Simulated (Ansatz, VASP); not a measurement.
# One calculation of Ge, two programs

```xyz
2
Lattice="0.0000 2.8107 2.8107 2.8107 0.0000 2.8107 2.8107 2.8107 0.0000" Properties=species:S:1:pos:R:3 pbc="T T T"
Ge    2.7779    2.8107    2.8107
Ge    4.2489    4.2161    4.2161
```

Change from the starting cell: mode 4 frozen in at -0.033 Å, strain +e along z and -e/2 along x and y +0.0000.

Alike in both runs: task single point; functional LDA; k mesh 14 × 14 × 14; occupations gaussian, width 0.15 eV; no spin polarisation.

```csv
,VASP,Ansatz
version,VASP 6.6.1,Ansatz 0.2.0
potentials or method,"VASP PAW LDA potentials, release 64 (Ge_d), cutoff 520 eV","scalar-relativistic, plane waves, PAW"
valence electrons in the cell,28,28
```

VASP gave:

- gap on the k mesh at the Fermi level (eV): none
- pressure (GPa): 0.4
- traceless stress, the component that is largest in VASP (GPa): -2.10
- rms of the force components (eV/Å): 0.427

**Question.** Which values does Ansatz return?

**Answer.** gap on the k mesh at the Fermi level (eV): none; pressure (GPa): 0.2; traceless stress, the component that is largest in VASP (GPa): -2.08; rms of the force components (eV/Å): 0.422.

Ansatz warns that its potentials were made for another functional, while VASP's fit it. LDA's correlation is that of Perdew and Zunger in VASP and of Perdew and Wang (1992) in Ansatz. Atom by atom the forces differ by 0.005 eV/Å (rms over components). A gap of «none» marks a metal or a gap that the smearing closes.
